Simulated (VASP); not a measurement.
Crystal: Ni3Ge.

```
CELL_PARAMETERS angstrom
3.53033 0.00000 0.00000
0.00000 3.53033 0.00000
0.00000 0.00000 3.53033
ATOMIC_POSITIONS crystal
Ni 0.50000 0.00000 0.50000
Ni 0.00000 0.50000 0.50000
Ni 0.50000 0.50000 0.00000
Ge 0.00000 0.00000 0.00000
```

Program: VASP 6.6.1. Alike in all runs: task single point; level PBEsol; potentials or basis VASP PAW PBE potentials, release 64 (Ni, Ge_d); spin collinear, ferromagnetic start; cell as given; k mesh 7 × 7 × 7; cutoff (eV) 520; smearing fermi-dirac 0.1 eV.

Problem. Order these runs on this cell by their pressure, lowest first.
A. fixed moment (μB) 4.3
B. fixed moment (μB) 2.2
C. fixed moment (μB) 1.1
D. fixed moment (μB) 5.4
E. fixed moment (μB) 3.2

Solution. C (0.8 GPa), B (4.1 GPa), E (9.1 GPa), A (16.5 GPa), D (26.0 GPa).

Caveats: the PAW data sets were made with another functional, which shifts forces and pressure a little; the total moment is fixed, so each spin has its own Fermi level.
